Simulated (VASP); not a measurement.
Wanted: the native input for a VASP 6.6.1 run.

```yaml
Task: single point
Functional: PBEsol
Potentials_or_basis: VASP PAW PBE potentials, release 64 (In_d, As)
Cutoff: 520 eV
k_mesh: 14 × 14 × 14
Occupations: gaussian, width 0.15 eV
Spin: no spin polarisation
Dipole_correction: no
Further_INCAR_settings: ALGO = Normal; EDIFF = 1e-06; NBANDS = 16
```

The structure of InAs lies in POSCAR:

```
InAs
1.0
    0.0000000000      3.0240000000      3.0844800000
    3.0240000000      0.0000000000      3.0844800000
    3.0240000000      3.0240000000      0.0000000000
In As
1 1
Direct
    0.0000000000      0.0000000000      0.0000000000
    0.7500000000      0.7500000000      0.7500000000
```

This cell differs from its parent crystal: strain +0.0200 x Voigt [0, 0, 1, 0, 0, 0].

The input as run:

INCAR

```
PREC = Accurate
ENCUT = 520
EDIFF = 1E-6
ISMEAR = 0
SIGMA = 0.15
LREAL = F
LASPH = T
NELM = 100
ALGO = Normal
ISIF = 2
LWAVE = F
LCHARG = F
GGA = PS
NBANDS = 16
```

KPOINTS

```
regular mesh
0
Gamma
  14 14 14
```

Potentials or basis: VASP PAW PBE potentials, release 64 (In_d, As).

Command:

```sh
$ cat potpaw_PBE.64/In_d/POTCAR potpaw_PBE.64/As/POTCAR > POTCAR
$ mpirun -np 1 vasp_std > vasp.out
```

It gave:

* Pressure: 0.0 GPa
* Band gap on the k mesh: zero (filled and empty bands touch)

Caveat: the cell differs from its parent crystal (strain +0.0200 x Voigt [0, 0, 1, 0, 0, 0]); the PAW data sets were made with another functional, which shifts forces and pressure a little; spin-orbit coupling is left out, which moves the levels of the heavy elements.

Wall time 84 s on 1 thread of AMD EPYC 9R45 96-Core Processor (Zen 5), on a shared host, peak memory 0.32 GiB.
